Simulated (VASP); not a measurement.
# LiCl (Immm) in VASP: relaxation of cell and atoms with PBE

Aim: the relaxation of cell and atoms of LiCl with PBE.

Everything below comes from runs of VASP 6.6.1. Logs are shortened: lines on timing, memory, paths and dates and some standing lists are left out, and cuts for length are marked.

## (1) The cell of the first run

Symmetry: Immm, No. 71, orthorhombic system. Conventional cell: a = 3.554 Å, b = 6.282 Å, c = 6.612 Å, α = 90.00°, β = 90.00°, γ = 90.00°. Within 3.2 Å of Li (site symmetry m2m) lie 6 Cl at 2.43 to 2.78 Å and 1 Li at 2.88 Å. Cl (site symmetry mm2) has 6 Li at 2.43 to 2.78 Å and 1 Cl at 3.15 Å within 3.2 Å.

## (2) Relaxation of cell and atoms, PBE

INCAR

```
PREC     = Accurate       # precision mode
ENCUT    = 600            # plane-wave cutoff, eV
EDIFF    = 1E-6           # SCF threshold, eV
ISMEAR   = 0              # smearing method
SIGMA    = 0.02           # smearing width, eV
LREAL    = F              # projectors in reciprocal space
LASPH    = T              # aspherical terms in the spheres
NELM     = 60             # most SCF steps
ALGO     = Normal         # electronic algorithm
ISIF     = 3              # what is computed and relaxed
LWAVE    = F              # write WAVECAR
LCHARG   = F              # write CHGCAR
GGA      = PE             # functional
IBRION   = 2              # ionic algorithm
NSW      = 100            # ionic steps
EDIFFG   = -0.01          # ionic threshold
```

KPOINTS

```
Automatic mesh
0
Gamma
  8 8 8
```

POSCAR

```
LiCl
1.0
   -1.7768090692      3.1411513025      3.3059096117
    1.7768090692     -3.1411513025      3.3059096117
    1.7768090692      3.1411513025     -3.3059096117
Li Cl
2 2
Direct
    0.7293685373      0.0000000000      0.7293685373
    0.2706314627      0.0000000000      0.2706314627
    0.7382204342      0.7382204342      0.0000000000
    0.2617795658      0.2617795658      0.0000000000
```

Potentials or basis: VASP PAW PBE potentials, release 64 (Li_sv, Cl).

Run with:

```
$ cat potpaw_PBE.64/Li_sv/POTCAR potpaw_PBE.64/Cl/POTCAR > POTCAR
$ mpirun -np 1 vasp_std > vasp.out
```

OUTCAR:

```text
PREC = Accurate
   ENCUT = 600
   EDIFF = 1E-6
   ISMEAR = 0
   LREAL = F
   LASPH = T
   NELM = 60
   ISIF = 3
   GGA = PE
   IBRION = 2
   NSW = 100
   EDIFFG = -0.01

 ion  position               nearest neighbor table
   1  0.729  0.000  0.729-   4 2.43   3 2.43
   2  0.271  0.000  0.271-   4 2.43   3 2.43
   3  0.738  0.738  0.000-   2 2.43   1 2.43
   4  0.262  0.262  0.000-   2 2.43   1 2.43

  LATTYP: Found a body centered orthorhombic cell.
 ALAT       =     3.5536181384
 B/A-ratio  =     1.7678609125
 C/A-ratio  =     1.8605879883

  Lattice vectors:

 A1 = (  -1.7768090692,   3.1411513025,   3.3059096117)
 A2 = (   1.7768090692,  -3.1411513025,   3.3059096117)
 A3 = (   1.7768090692,   3.1411513025,  -3.3059096117)

Analysis of symmetry for initial positions (statically):
=====================================================================
 Subroutine PRICEL returns:
 Original cell was already a primitive cell.

 Routine SETGRP: Setting up the symmetry group for a
 body centered orthorhombic supercell.

 Subroutine GETGRP returns: Found  8 space group operations
 (whereof  8 operations were pure point group operations)
 out of a pool of  8 trial point group operations.

The static configuration has the point symmetry D_2h.

Analysis of symmetry for dynamics (positions and initial velocities):
=====================================================================
 Subroutine PRICEL returns:
 Original cell was already a primitive cell.

 Routine SETGRP: Setting up the symmetry group for a
 body centered orthorhombic supercell.

 Subroutine GETGRP returns: Found  8 space group operations
 (whereof  8 operations were pure point group operations)
 out of a pool of  8 trial point group operations.

The dynamic configuration has the point symmetry D_2h.

 Subroutine INISYM returns: Found  8 space group operations
 (whereof  8 operations are pure point group operations),
 and found     1 'primitive' translations

----------------------------------------------------------------------------------------

                                     Primitive cell

  volume of cell :      73.8041

  direct lattice vectors                    reciprocal lattice vectors
    -1.776809069  3.141151302  3.305909612     0.000000000  0.159177305  0.151244305
     1.776809069 -3.141151302  3.305909612     0.281403336  0.000000000  0.151244305
     1.776809069  3.141151302 -3.305909612     0.281403336  0.159177305  0.000000000

  length of vectors
     4.894172079  4.894172079  4.894172079     0.219572890  0.319472499  0.323303653

  position of ions in fractional coordinates (direct lattice)
     0.729368537  0.000000000  0.729368537
     0.270631463  0.000000000  0.270631463
     0.738220434  0.738220434  0.000000000
     0.261779566  0.261779566  0.000000000

  ion indices of the primitive-cell ions
   primitive index   ion index
                 1           1
                 2           2
                 3           3
                 4           4

----------------------------------------------------------------------------------------

 KPOINTS: Automatic mesh

Automatic generation of k-mesh.
 Grid dimensions read from file:
 generate k-points for:    8    8    8

 Generating k-lattice:

  Cartesian coordinates                     Fractional coordinates (reciprocal lattice)
     0.000000000  0.019897163  0.018905538     0.125000000  0.000000000 -0.000000000
     0.035175417  0.000000000  0.018905538     0.000000000  0.125000000  0.000000000
     0.035175417  0.019897163  0.000000000    -0.000000000  0.000000000  0.125000000

  Length of vectors
     0.027446611  0.039934062  0.040412957

  Shift w.r.t. Gamma in fractional coordinates (k-lattice)
     0.000000000  0.000000000  0.000000000

 Subroutine IBZKPT returns following result:
 ===========================================

 Found     95 irreducible k-points:

 Following reciprocal coordinates:
            Coordinates               Weight
  0.000000  0.000000  0.000000      1.000000
  0.125000  0.000000 -0.000000      4.000000
  0.250000  0.000000 -0.000000      4.000000
  0.375000  0.000000  0.000000      4.000000
  0.500000  0.000000 -0.000000      2.000000
  0.000000  0.125000  0.000000      4.000000
[... 16 lines left out ...]
  0.125000  0.375000  0.000000      8.000000
  0.250000  0.375000  0.000000      8.000000
 [... further k-points ...]
   k-points           NKPTS =     95   k-points in BZ     NKDIM =     95   number of bands    NBANDS=     14
   number of dos      NEDOS =    301   number of ions     NIONS =      4
   total plane-waves  NPLWV =  64000
   dimension x,y,z NGX =    40 NGY =   40 NGZ =   40
   dimension x,y,z NGXF=    80 NGYF=   80 NGZF=   80
   ions per type =               2   2
   NGX,Y,Z   is equivalent  to a cutoff of  13.59, 13.59, 13.59 a.u.
   NGXF,Y,Z  is equivalent  to a cutoff of  27.17, 27.17, 27.17 a.u.
 SYSTEM =  unknown system
   PREC   = accura    normal or accurate (medium, high low for compatibility)
   ISTART =      0    job   : 0-new  1-cont  2-samecut
   ICHARG =      2    charge: 1-file 2-atom 10-const
   ISPIN  =      1    spin polarized calculation?
   LNONCOLLINEAR =      F non collinear calculations
   LSORBIT =      F    spin-orbit coupling
   LASPH  =      T    aspherical Exc in radial PAW
   ENCUT  =  600.0 eV  44.10 Ry    6.64 a.u.   9.77  9.77  9.77*2*pi/ulx,y,z
   NELM   =     60;   NELMIN=  2; NELMDL= -5     # of ELM steps
   EDIFF  = 0.1E-05   stopping-criterion for ELM
   LREAL  =      F    real-space projection
   EDIFFG = -.1E-01   stopping-criterion for IOM
   NSW    =    100    number of steps for IOM
   IBRION =      2    ionic relax: 0-MD 1-quasi-New 2-CG
   NFREE  =      1    steps in history (QN), initial steepest desc. (CG)
   ISIF   =      3    stress and relaxation
   ISYM   =      2    0-nonsym 1-usesym 2-fastsym
   POTIM  = 0.5000    time-step for ionic-motion
   TEBEG  =    0.0;   TEEND  =   0.0 temperature during run
   PSTRESS=    0.0 pullay stress
   NELECT =      20.0000    total number of electrons
   NUPDOWN=      -1.0000    fix difference up-down
   EMIN   =  10.00;   EMAX   =-10.00  energy-range for DOS
   EFERMI =   0.00;   METHOD = LEGACY
   ISMEAR =     0;   SIGMA  =   0.02  broadening in eV -4-tet -1-fermi 0-gaus
   EFERMI_NEDOS =   21; number of points for ismear=-14 and -15
   IALGO  =     38    algorithm
   IMIX   =      4    mixing-type and parameters
     AMIX     =   0.40;   BMIX     =  1.00
     AMIX_MAG =   1.60;   BMIX_MAG =  1.00
  volume/ion in A,a.u.               =      18.45       124.51
  Fermi-wavevector in a.u.,A,eV,Ry     =   1.059395  2.001966 15.270064  1.122318
  Thomas-Fermi vector in A             =   2.194739
   LORBIT       =      0    0 simple, 1 ext, 2 COOP (PROOUT), +10 PAW based schemes
   GGA     = PE    functional components
   LHFCALC =     F    Hartree Fock is set to
   AEXX    =    0.0000 exact exchange contribution
   IVDW    =     0    specifies the selected vdW correction
   LEPSILON=     F    determine dielectric tensor
   LRPA    =     F    only Hartree local field effects (RPA)
 conjugate gradient relaxation of ions
 non-spin polarized calculation
 Gauss-broadening in eV      SIGMA  =   0.02
  energy-cutoff  :      600.00
  volume of cell :       73.80
 maximum number of plane-waves:      2486
   NGX = 19   NGY = 19   NGZ = 19

--------------------------------------- Ionic step        1  -------------------------------------------

 number of electron      19.9999998 magnetization

 Free energy of the ion-electron system (eV)
  ---------------------------------------------------
  ext. energy  EPLUGINS =         0.00000000
  ---------------------------------------------------
  free energy    TOTEN  =       -14.20929352 eV

  energy without entropy =      -14.20929352  energy(sigma->0) =      -14.20929352

------------------------ aborting loop because EDIFF is reached ----------------------------------------

  FORCE on cell =-STRESS in cart. coord.  units (eV):
  Direction    XX          YY          ZZ          XY          YZ          ZX
  --------------------------------------------------------------------------------------
  -------------------------------------------------------------------------------------
  Total        0.0925582      0.0746688      0.1253382      0.0000000      0.0000000      0.0000000
  in kB        2.0092995      1.6209491      2.7209061      0.0000000      0.0000000      0.0000000
  external PRESSURE =       2.1170516 kB  Pullay stress =       0.0000000 kB
[... 99 lines left out ...]
  energy  without entropy=      -14.2096707256  energy(sigma->0) =      -14.20967073

--------------------------------------- Ionic step        4  -------------------------------------------

 number of electron      19.9999997 magnetization

 Free energy of the ion-electron system (eV)
  ---------------------------------------------------
  ext. energy  EPLUGINS =         0.00000000
  ---------------------------------------------------
  free energy    TOTEN  =       -14.20967966 eV

  energy without entropy =      -14.20967966  energy(sigma->0) =      -14.20967966

 E-fermi :   0.6382     XC(G=0):  -8.2432

 val. band max:        0.5062879226   @ k =   0.5000   0.5000   0.5000
 cond. band min:       5.5846685388   @ k =   0.0000   0.0000   0.0000
 fundamental gap:      5.0783806162
 Fermi energy:         0.6381634691

 k-point     1 :       0.0000    0.0000    0.0000
  band No.  band energies     occupation
      1     -43.8716      2.00000
      2     -43.8639      2.00000
      3     -13.1939      2.00000
      4     -12.2940      2.00000
      5      -2.4442      2.00000
      6      -2.1892      2.00000
      7      -0.2231      2.00000
      8      -0.0613      2.00000
      9       0.0356      2.00000
     10       0.1179      2.00000
     11       5.5847      0.00000
     12       6.9516      0.00000
     13       9.3648      0.00000
     14       9.3724      0.00000
[... 375 lines left out ...]
 k-point    24 :       0.2500    0.3750    0.0000
  band No.  band energies     occupation
      1     -43.8698      2.00000
      2     -43.8643      2.00000
      3     -12.6417      2.00000
      4     -12.4816      2.00000
      5      -2.1900      2.00000
      6      -1.7926      2.00000
      7      -1.6655      2.00000
      8      -1.1227      2.00000
      9      -0.5091      2.00000
     10      -0.3435      2.00000
     11       7.2440      0.00000
     12       7.9158      0.00000
     13       8.2883      0.00000
     14       9.2560      0.00000

 [... further k-points ...]
[... 5 lines left out ...]
  --------------------------------------------------------------------------------------
  -------------------------------------------------------------------------------------
  Total        0.0382145     -0.0024506     -0.0237459      0.0000000      0.0000000      0.0000000
  in kB        0.8237858     -0.0528274     -0.5118886      0.0000000      0.0000000      0.0000000
  external PRESSURE =       0.0863566 kB  Pullay stress =       0.0000000 kB
[... 19 lines left out ...]
  FREE ENERGIE OF THE ION-ELECTRON SYSTEM (eV)
  ---------------------------------------------------
  free  energy   TOTEN  =       -14.2096796623 eV

  energy  without entropy=      -14.2096796623  energy(sigma->0) =      -14.20967966

 reached required accuracy - stopping structural energy minimisation
```

Run time: 4.3 min. Hardware: 1 thread of Oxide Virtual Turin-like, shared host; peak memory 0.26 GiB.

What came out:

| Property | Result |
| --- | --- |
| Free energy | -14.2097 eV |
| Relaxed volume | 18.58 Å³/atom |
| Relaxed cell | a = 4.906 Å, b = 4.906 Å, c = 4.906 Å, α = 137.43°, β = 100.20°, γ = 94.95° |
| Space group after relaxing (to 0.05 Å) | Immm (No. 71) |
| Energy gained by relaxing | 0.1 meV/atom |
| Ionic steps | 4 |
| Pressure after relaxing | 0.0 GPa |
| Largest force after relaxing | 0.006 eV/Å |
| Band gap on the k mesh | 5.08 eV, indirect (least direct gap 5.47 eV) |

Forces on the atoms (eV/Å):
```
Li   0.000  0.006  0.000
Li   0.000 -0.006  0.000
Cl   0.000  0.000 -0.003
Cl   0.000  0.000  0.003
```

Stress tensor (GPa, compression positive):
```
 0.08  0.00  0.00
 0.00 -0.01  0.00
 0.00  0.00 -0.05
```

The path:
```tsv
step	energy change (eV)	largest force (eV/Å)	pressure (GPa)	volume (Å³)
1	0.0000	0.0094	0.21	73.80
2	-0.0003	0.0062	0.11	74.06
3	-0.0004	0.0042	0.04	74.25
4	-0.0004	0.0056	0.01	74.32
```

Final structure:
```
Li Cl
1.0
    -1.78075    3.14678    3.31585
     1.78075   -3.14678    3.31585
     1.78075    3.14678   -3.31585
Li Cl
2 2
Cartesian
  0.0000 4.5899 0.0000
  0.0000 1.7037 0.0000
  1.7808 3.1468 1.5789
  1.7808 3.1468 -1.5789
```

Caveat: the cutoff is under 1.25 times the usual one of these potentials, so pressure, stress and relaxed cells hold a basis-set (Pulay) error. A k mesh can miss the band edges.
